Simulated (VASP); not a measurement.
Set up this calculation in VASP 6.6.1, as the native input.

- Task: single point
- Functional: PBE
- Potentials or basis: VASP PAW PBE potentials, release 64 (Ta_pv, N)
- Cutoff: 520 eV
- k mesh: 16 × 16 × 16
- Occupations: gaussian, width 0.1 eV
- Spin: no spin polarisation
- Dipole correction: no
- Further INCAR settings: ALGO = Normal; EDIFF = 1e-07; NBANDS = 15

The structure of TaN lies in POSCAR:

```
TaN
1.0
    0.0000000000      2.1790000000      2.1790000000
    2.1790000000      0.0000000000      2.1790000000
    2.1790000000      2.1790000000      0.0000000000
Ta N
1 1
Direct
    0.5000000000      0.5000000000      0.5000000000
    0.0000000000      0.0000000000      0.0000000000
```

The input as run:

INCAR

```
SYSTEM = TaN
PREC = Accurate ; ENCUT = 520
EDIFF = 1E-7 ; ISMEAR = 0
SIGMA = 0.1 ; LREAL = .False.
LASPH = .True. ; NELM = 100
ALGO = Normal ; ISIF = 2
LWAVE = .False. ; LCHARG = .False.
GGA = PE ; NBANDS = 15
```

KPOINTS

```
Automatic mesh
0
Gamma
  16 16 16
  0 0 0
```

Potentials or basis: VASP PAW PBE potentials, release 64 (Ta_pv, N).

Run with:

```sh
$ cat potpaw_PBE.64/Ta_pv/POTCAR potpaw_PBE.64/N/POTCAR > POTCAR
$ mpirun -np 1 vasp_std > vasp.out
```

Results of the run:

```yaml
Pressure: 15.6 GPa
Band_gap_on_the_k_mesh: zero (band 8 reaches 11.85 eV, above the bottom of band 9 at 7.68 eV)
```

Caveat: spin-orbit coupling is left out, which moves the levels of the heavy elements.

Wall time 18 s on 1 thread of Intel Xeon 6975P-C (shared host), peak memory 0.17 GiB.
